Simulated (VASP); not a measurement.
# GaC3 (Pm-3m) in VASP: a series of runs, part 2 of 2

VASP 6.6.1. The steps go on from the part before.

## (3) Single point, LDA

This run uses another cell than the first one, of 9.51 Å³/atom, 1.020 times its volume.

File INCAR:

```
PREC = Accurate
ENCUT = 520
EDIFF = 1E-6
ISMEAR = 0
SIGMA = 0.1
LREAL = F
LASPH = T
NELM = 100
ALGO = Normal
ISIF = 2
LWAVE = F
LCHARG = F
NBANDS = 20
```

File KPOINTS:

```
regular mesh
0
Gamma
  7 7 7
```

File POSCAR:

```
GaC3
1.0
    3.3626233770      0.0000000000      0.0000000000
    0.0000000000      3.3626233770      0.0000000000
    0.0000000000      0.0000000000      3.3626233770
Ga C
1 3
Direct
    0.0000000000      0.0000000000      0.0000000000
    0.0000000000      0.5000000000      0.5000000000
    0.5000000000      0.0000000000      0.5000000000
    0.5000000000      0.5000000000      0.0000000000
```

Potentials or basis: VASP PAW LDA potentials, release 64 (Ga_d, C).

Command:

```bash
> cat potpaw_LDA.64/Ga_d/POTCAR potpaw_LDA.64/C/POTCAR > POTCAR
> mpirun -np 1 vasp_std > vasp.out
```

OUTCAR:

```text
PREC = Accurate
   ENCUT = 520
   EDIFF = 1E-6
   ISMEAR = 0
   LREAL = F
   LASPH = T
   NELM = 100
   ISIF = 2

 ion  position               nearest neighbor table
   1  0.000  0.000  0.000-   2 2.38   3 2.38   4 2.38   2 2.38   3 2.38   2 2.38   4 2.38   2 2.38
                             3 2.38   4 2.38   3 2.38   4 2.38
   2  0.000  0.500  0.500-   1 2.38   1 2.38   1 2.38   1 2.38
   3  0.500  0.000  0.500-   1 2.38   1 2.38   1 2.38   1 2.38
   4  0.500  0.500  0.000-   1 2.38   1 2.38   1 2.38   1 2.38

  LATTYP: Found a simple cubic cell.
 ALAT       =     3.3626233770

  Lattice vectors:

 A1 = (   3.3626233770,   0.0000000000,   0.0000000000)
 A2 = (   0.0000000000,   3.3626233770,   0.0000000000)
 A3 = (   0.0000000000,   0.0000000000,   3.3626233770)

Analysis of symmetry for initial positions (statically):
=====================================================================
 Subroutine PRICEL returns:
 Original cell was already a primitive cell.

 Routine SETGRP: Setting up the symmetry group for a
 simple cubic supercell.

 Subroutine GETGRP returns: Found 48 space group operations
 (whereof 48 operations were pure point group operations)
 out of a pool of 48 trial point group operations.

The static configuration has the point symmetry O_h .

Analysis of symmetry for dynamics (positions and initial velocities):
=====================================================================
 Subroutine PRICEL returns:
 Original cell was already a primitive cell.

 Routine SETGRP: Setting up the symmetry group for a
 simple cubic supercell.

 Subroutine GETGRP returns: Found 48 space group operations
 (whereof 48 operations were pure point group operations)
 out of a pool of 48 trial point group operations.

The dynamic configuration has the point symmetry O_h .

 Subroutine INISYM returns: Found 48 space group operations
 (whereof 48 operations are pure point group operations),
 and found     1 'primitive' translations

----------------------------------------------------------------------------------------

                                     Primitive cell

  volume of cell :      38.0220

  direct lattice vectors                    reciprocal lattice vectors
     3.362623377  0.000000000  0.000000000     0.297386858  0.000000000  0.000000000
     0.000000000  3.362623377  0.000000000     0.000000000  0.297386858  0.000000000
     0.000000000  0.000000000  3.362623377     0.000000000  0.000000000  0.297386858

  length of vectors
     3.362623377  3.362623377  3.362623377     0.297386858  0.297386858  0.297386858

  position of ions in fractional coordinates (direct lattice)
     0.000000000  0.000000000  0.000000000
     0.000000000  0.500000000  0.500000000
     0.500000000  0.000000000  0.500000000
     0.500000000  0.500000000  0.000000000

  ion indices of the primitive-cell ions
   primitive index   ion index
                 1           1
                 2           2
                 3           3
                 4           4

----------------------------------------------------------------------------------------

 KPOINTS: regular mesh

Automatic generation of k-mesh.
 Grid dimensions read from file:
 generate k-points for:    7    7    7

 Generating k-lattice:

  Cartesian coordinates                     Fractional coordinates (reciprocal lattice)
     0.042483837  0.000000000  0.000000000     0.142857143  0.000000000  0.000000000
     0.000000000  0.042483837  0.000000000     0.000000000  0.142857143  0.000000000
     0.000000000  0.000000000  0.042483837     0.000000000  0.000000000  0.142857143

  Length of vectors
     0.042483837  0.042483837  0.042483837

  Shift w.r.t. Gamma in fractional coordinates (k-lattice)
     0.000000000  0.000000000  0.000000000

 Subroutine IBZKPT returns following result:
 ===========================================

 Found     20 irreducible k-points:

 Following reciprocal coordinates:
            Coordinates               Weight
  0.000000  0.000000  0.000000      1.000000
  0.142857  0.000000  0.000000      6.000000
  0.285714  0.000000  0.000000      6.000000
  0.428571  0.000000  0.000000      6.000000
  0.142857  0.142857  0.000000     12.000000
  0.285714  0.142857  0.000000     24.000000
[... 12 lines left out ...]
  0.428571  0.428571  0.285714     24.000000
  0.428571  0.428571  0.428571      8.000000
   k-points           NKPTS =     20   k-points in BZ     NKDIM =     20   number of bands    NBANDS=     20
   number of dos      NEDOS =    301   number of ions     NIONS =      4
   total plane-waves  NPLWV =  21952
   dimension x,y,z NGX =    28 NGY =   28 NGZ =   28
   dimension x,y,z NGXF=    56 NGYF=   56 NGZF=   56
   ions per type =               1   3
   NGX,Y,Z   is equivalent  to a cutoff of  13.84, 13.84, 13.84 a.u.
   NGXF,Y,Z  is equivalent  to a cutoff of  27.69, 27.69, 27.69 a.u.
 SYSTEM =  unknown system
   PREC   = accura    normal or accurate (medium, high low for compatibility)
   ISTART =      0    job   : 0-new  1-cont  2-samecut
   ICHARG =      2    charge: 1-file 2-atom 10-const
   ISPIN  =      1    spin polarized calculation?
   LNONCOLLINEAR =      F non collinear calculations
   LSORBIT =      F    spin-orbit coupling
   LASPH  =      T    aspherical Exc in radial PAW
   ENCUT  =  520.0 eV  38.22 Ry    6.18 a.u.   6.25  6.25  6.25*2*pi/ulx,y,z
   NELM   =    100;   NELMIN=  2; NELMDL= -5     # of ELM steps
   EDIFF  = 0.1E-05   stopping-criterion for ELM
   LREAL  =      F    real-space projection
   EDIFFG = 0.1E-04   stopping-criterion for IOM
   NSW    =      0    number of steps for IOM
   IBRION =     -1    ionic relax: 0-MD 1-quasi-New 2-CG
   NFREE  =      0    steps in history (QN), initial steepest desc. (CG)
   ISIF   =      2    stress and relaxation
   ISYM   =      2    0-nonsym 1-usesym 2-fastsym
   POTIM  = 0.5000    time-step for ionic-motion
   TEBEG  =    0.0;   TEEND  =   0.0 temperature during run
   PSTRESS=    0.0 pullay stress
   NELECT =      25.0000    total number of electrons
   NUPDOWN=      -1.0000    fix difference up-down
   EMIN   =  10.00;   EMAX   =-10.00  energy-range for DOS
   EFERMI =   0.00;   METHOD = LEGACY
   ISMEAR =     0;   SIGMA  =   0.10  broadening in eV -4-tet -1-fermi 0-gaus
   EFERMI_NEDOS =   21; number of points for ismear=-14 and -15
   IALGO  =     38    algorithm
   IMIX   =      4    mixing-type and parameters
     AMIX     =   0.40;   BMIX     =  1.00
     AMIX_MAG =   1.60;   BMIX_MAG =  1.00
  volume/ion in A,a.u.               =       9.51        64.15
  Fermi-wavevector in a.u.,A,eV,Ry     =   1.423563  2.690143 27.572626  2.026531
  Thomas-Fermi vector in A             =   2.544147
   LORBIT       =      0    0 simple, 1 ext, 2 COOP (PROOUT), +10 PAW based schemes
   GGA     = CA    functional components
   LHFCALC =     F    Hartree Fock is set to
   AEXX    =    0.0000 exact exchange contribution
   IVDW    =     0    specifies the selected vdW correction
   LEPSILON=     F    determine dielectric tensor
   LRPA    =     F    only Hartree local field effects (RPA)
 non-spin polarized calculation
 Gauss-broadening in eV      SIGMA  =   0.10
  energy-cutoff  :      520.00
  volume of cell :       38.02
 maximum number of plane-waves:      1032
 NGX is ok and might be reduce to    28
   NGX = 13   NGY = 13   NGZ = 13

 number of electron      25.0000017 magnetization

 Free energy of the ion-electron system (eV)
  ---------------------------------------------------
  ext. energy  EPLUGINS =         0.00000000
  ---------------------------------------------------
  free energy    TOTEN  =       -20.80332331 eV

  energy without entropy =      -20.79055155  energy(sigma->0) =      -20.79693743

 E-fermi :   6.8614     XC(G=0): -12.5759

 val. band max:        6.8272549939   @ k =   0.2857   0.0000   0.0000
 cond. band min:       6.9235542606   @ k =   0.4286   0.2857   0.1429
 fundamental gap:      0.0962992667
 Fermi energy:         6.8613523892

 k-point     1 :       0.0000    0.0000    0.0000
  band No.  band energies     occupation
      1      -9.2213      2.00000
      2      -8.2631      2.00000
      3      -8.2631      2.00000
      4      -8.0862      2.00000
      5      -8.0862      2.00000
      6      -8.0862      2.00000
[... 12 lines left out ...]
     19      18.6235      0.00000
[... 421 lines left out ...]
      4      -8.0394      2.00000
      5      -8.0394      2.00000
      6      -3.0803      2.00000
[... 12 lines left out ...]
     19      18.9495      0.00000
     20      19.5224      0.00000

------------------------ aborting loop because EDIFF is reached ----------------------------------------

  FORCE on cell =-STRESS in cart. coord.  units (eV):
  Direction    XX          YY          ZZ          XY          YZ          ZX
  --------------------------------------------------------------------------------------
  -------------------------------------------------------------------------------------
  Total       -3.0285990     -3.0285990     -3.0285990      0.0000000      0.0000000     -0.0000000
  in kB     -127.6196852   -127.6196852   -127.6196852      0.0000000      0.0000000     -0.0000000
  external PRESSURE =    -127.6196852 kB  Pullay stress =       0.0000000 kB

 VOLUME and BASIS-vectors are now :
 -----------------------------------------------------------------------------
  energy-cutoff  :      520.00
  volume of cell :       38.02
      direct lattice vectors                 reciprocal lattice vectors
     3.362623377  0.000000000  0.000000000     0.297386858  0.000000000  0.000000000
     0.000000000  3.362623377  0.000000000     0.000000000  0.297386858  0.000000000
     0.000000000  0.000000000  3.362623377     0.000000000  0.000000000  0.297386858

 POSITION                                       TOTAL-FORCE (eV/Angst)
 -----------------------------------------------------------------------------------
      0.00000      0.00000      0.00000         0.000000      0.000000      0.000000
      0.00000      1.68131      1.68131         0.000000      0.000000      0.000000
      1.68131      0.00000      1.68131         0.000000      0.000000      0.000000
      1.68131      1.68131      0.00000         0.000000      0.000000      0.000000
 -----------------------------------------------------------------------------------
    total drift:                               -0.000000      0.000000      0.000000

  FREE ENERGIE OF THE ION-ELECTRON SYSTEM (eV)
  ---------------------------------------------------
  free  energy   TOTEN  =       -20.8033233071 eV

  energy  without entropy=      -20.7905515474  energy(sigma->0) =      -20.79693743
```

stdout:

```text
POSCAR found type information on POSCAR GaC
 POSCAR found :  2 types and       4 ions
 scaLAPACK will be used
 LDA part: xc-table for (Slater(with rela. corr.)+CA(PZ))
 , standard interpolation
 POSCAR, INCAR and KPOINTS ok, starting setup
 FFT: planning ... GRIDC
 FFT: planning ... GRID_SOFT
 FFT: planning ... GRID
 WAVECAR not read
 entering main loop
```

It took 13 s on 1 thread of AMD EPYC 9R45 (Zen 5), shared host; peak memory 0.11 GiB.

What came out:

```
Free energy : -20.8033 eV
Pressure    : -12.8 GPa
```

Levels at points of the mesh, in eV from the Fermi level:
| k point | band 10 | band 11 | band 12 | band 13 | band 14 | band 15 |
| --- | --- | --- | --- | --- | --- | --- |
| (0.00, 0.00, 0.00) | -5.16 | -5.16 | -0.27 | 1.25 | 1.25 | 1.25 |

## (4) Single point, LDA

This run uses another cell than the first one, of 9.69 Å³/atom, 1.039 times its volume.

File INCAR:

```
PREC = Accurate
ENCUT = 520
EDIFF = 1E-7
ISMEAR = 0
SIGMA = 0.1
LREAL = False
LASPH = True
NELM = 80
ALGO = Normal
ISIF = 2
LWAVE = False
LCHARG = False
GGA = CA
NBANDS = 20
```

File KPOINTS:

```
Automatic mesh
0
Gamma
  7 7 7
```

File POSCAR:

```
GaC3
1.0
    3.3840419378      0.0000000000      0.0000000000
    0.0000000000      3.3840419378      0.0000000000
    0.0000000000      0.0000000000      3.3840419378
Ga C
1 3
Direct
    0.0000000000      0.0000000000      0.0000000000
    0.0000000000      0.5000000000      0.5000000000
    0.5000000000      0.0000000000      0.5000000000
    0.5000000000      0.5000000000      0.0000000000
```

Command:

```bash
> cat potpaw_LDA.64/Ga_d/POTCAR potpaw_LDA.64/C/POTCAR > POTCAR
> mpirun -np 1 vasp_std > vasp.out
```

Run time: 13 s. Hardware: 1 thread of AMD EPYC 9R45 (Zen 5), shared host; peak memory 0.11 GiB.

It converged, with:

```yaml
Free_energy: -20.7403 eV
Pressure: -14.9 GPa
```

Levels at points of the mesh, in eV from the Fermi level:
| k point | band 10 | band 11 | band 12 | band 13 | band 14 | band 15 |
| --- | --- | --- | --- | --- | --- | --- |
| (0.00, 0.00, 0.00) | -5.05 | -5.05 | -0.34 | 1.24 | 1.24 | 1.24 |

## (5) The runs side by side

```csv
cell,gap on the mesh (eV),pressure (GPa)
"a = 3.341 Å, 4 atoms",none,-10.3
"a = 3.363 Å, 4 atoms",none,-12.8
"a = 3.384 Å, 4 atoms",none,-14.9
```

Alike in all rows: task single point; level LDA; potentials or basis VASP PAW LDA potentials, release 64 (Ga_d, C); no spin polarisation; k mesh 7 × 7 × 7; cutoff (eV) 520; smearing gaussian 0.1 eV.

Total energies depend on the potentials used, so only differences within one code and one set of settings carry meaning.
